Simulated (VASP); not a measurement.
Write the native input for VASP 6.6.1 that does the following.

| Item | Value |
| --- | --- |
| Task | single point |
| Functional | LDA |
| Potentials or basis | VASP PAW LDA potentials, release 64 (Ir) |
| Cutoff | 520 eV |
| k mesh | 22 × 22 × 22 |
| Occupations | gaussian, width 0.15 eV |
| Spin | no spin polarisation |
| Dipole correction | no |
| Further INCAR settings | ALGO = Fast; EDIFF = 1e-06; NBANDS = 10 |

The structure of Ir lies in POSCAR:

```
Ir
1.0
    0.0000000000      2.2813749792      1.4354411369
    2.2813749792      0.0000000000      1.4354411369
    2.2813749792      2.2813749792      0.0000000000
Ir
1
Direct
    0.0000000000      0.0000000000      0.0000000000
```

This cell differs from its parent crystal: volume 14.942 Å^3 an atom, c/a of the conventional cell 0.6292.

One way to write it, as run:

INCAR

```
PREC = Accurate ; ENCUT = 520
EDIFF = 1E-6 ; ISMEAR = 0
SIGMA = 0.15 ; LREAL = F
LASPH = T ; NELM = 100
ALGO = Fast ; ISIF = 2
LWAVE = F ; LCHARG = T
LELF = T ; LVHAR = T
NBANDS = 10
```

KPOINTS

```
regular mesh
0
Gamma
  22 22 22
```

Potentials or basis: VASP PAW LDA potentials, release 64 (Ir).

Launch:

```sh
$ cat potpaw_LDA.64/Ir/POTCAR > POTCAR
$ mpirun -np 1 vasp_std > vasp.out
```

Results of the run:

```yaml
Pressure: -13.7 GPa
```

Run time: 45 s on 1 thread of Intel(R) Xeon(R) 6975P-C (Granite Rapids) (shared host), peak memory 0.24 GiB.
